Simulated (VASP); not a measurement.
C: relaxation of cell and atoms with PBE

C:

```
C
1.0
     2.52210    0.00000    0.00000
    -1.26105    2.18420    0.00000
     0.00000    0.00000   16.47430
C
16
Direct
  0.00000 0.00000 0.04688
  0.00000 0.00000 0.54688
  0.00000 0.00000 0.45312
  0.00000 0.00000 0.95312
  0.33333 0.66667 0.07813
  0.66667 0.33333 0.57813
  0.33333 0.66667 0.42187
  0.66667 0.33333 0.92187
  0.33333 0.66667 0.17188
  0.66667 0.33333 0.67188
  0.33333 0.66667 0.32812
  0.66667 0.33333 0.82812
  0.33333 0.66667 0.79688
  0.66667 0.33333 0.29688
  0.33333 0.66667 0.70312
  0.66667 0.33333 0.20312
```

```json
{"Program": "VASP 6.6.1", "Task": "relaxation of cell and atoms", "Functional": "PBE", "Potentials or basis": "VASP PAW PBE potentials, release 64 (C)", "Cutoff": "600 eV", "k mesh": "12 × 12 × 2", "Occupations": "gaussian, width 0.02 eV", "Spin": "no spin polarisation", "Dipole correction": "no", "Further INCAR settings": "LREAL = Auto; ALGO = Normal; EDIFF = 1e-06; IBRION = 2; EDIFFG = -0.005; NSW = 100; ISIF = 3"}
```

- Relaxed volume: 5.70 Å³/atom
- Relaxed cell: a = 2.522 Å, b = 2.522 Å, c = 16.553 Å, α = 90.00°, β = 90.00°, γ = 120.00°
- Space group after relaxing (to 0.1 Å): P6_3/mmc (No. 194)
- Energy gained by relaxing: 1.3 meV/atom
- Ionic steps: 9
- Pressure after relaxing: 0.0 GPa
- Band gap on the k mesh: 4.40 eV (least direct gap 5.42 eV)

The path:
```tsv
step	energy change (eV)	largest force (eV/Å)	pressure (GPa)	volume (Å³)
1	0.0000	0.3274	1.99	90.75
2	-0.0001	0.3354	-2.34	91.68
3	-0.0183	0.1308	-0.22	91.21
4	-0.0195	0.0924	-0.07	91.17
5	-0.0198	0.0542	-0.12	91.19
6	-0.0197	0.0794	0.16	91.13
7	-0.0201	0.0098	0.01	91.16
8	-0.0201	0.0069	0.00	91.16
9	-0.0201	0.0014	0.00	91.16
```

Final structure:
```yaml
crystal:
  lattice:
    - [2.52171, 0.00000, 0.00000]
    - [-1.26086, 2.18386, 0.00000]
    - [0.00000, 0.00000, 16.55291]
  atoms:
    - { symbol: C, position: [0.00000, 0.00000, 0.04671] }
    - { symbol: C, position: [0.00000, 0.00000, 0.54671] }
    - { symbol: C, position: [0.00000, 0.00000, 0.45329] }
    - { symbol: C, position: [0.00000, 0.00000, 0.95329] }
    - { symbol: C, position: [0.33333, 0.66667, 0.07788] }
    - { symbol: C, position: [0.66667, 0.33333, 0.57788] }
    - { symbol: C, position: [0.33333, 0.66667, 0.42212] }
    - { symbol: C, position: [0.66667, 0.33333, 0.92212] }
    - { symbol: C, position: [0.33333, 0.66667, 0.17124] }
    - { symbol: C, position: [0.66667, 0.33333, 0.67124] }
    - { symbol: C, position: [0.33333, 0.66667, 0.32876] }
    - { symbol: C, position: [0.66667, 0.33333, 0.82876] }
    - { symbol: C, position: [0.33333, 0.66667, 0.79741] }
    - { symbol: C, position: [0.66667, 0.33333, 0.29741] }
    - { symbol: C, position: [0.33333, 0.66667, 0.70259] }
    - { symbol: C, position: [0.66667, 0.33333, 0.20259] }
```

Levels at points of the mesh, in eV from the valence-band top:
| k point | band 29 | band 30 | band 31 | band 32 | band 33 | band 34 | band 35 | band 36 |
| --- | --- | --- | --- | --- | --- | --- | --- | --- |
| (0.00, 0.00, 0.00) | -0.61 | -0.11 | 0.00 | 0.00 | 5.42 | 5.42 | 5.52 | 6.11 |
| (0.50, 0.00, 0.00) | -3.59 | -3.57 | -3.31 | -2.87 | 4.64 | 4.93 | 5.02 | 5.30 |
| (0.00, 0.00, 0.50) | -0.19 | -0.19 | -0.19 | -0.19 | 5.65 | 5.65 | 5.65 | 5.65 |
| (0.50, 0.00, 0.50) | -3.54 | -3.54 | -3.07 | -3.07 | 4.73 | 4.73 | 5.37 | 5.37 |

It took 26 min on 1 thread of Oxide Virtual Turin-like Processor (shared host), peak memory 0.25 GiB.

A k mesh can miss the band edges. A hybrid or GW would open this gap; PBE tends to underestimate it.
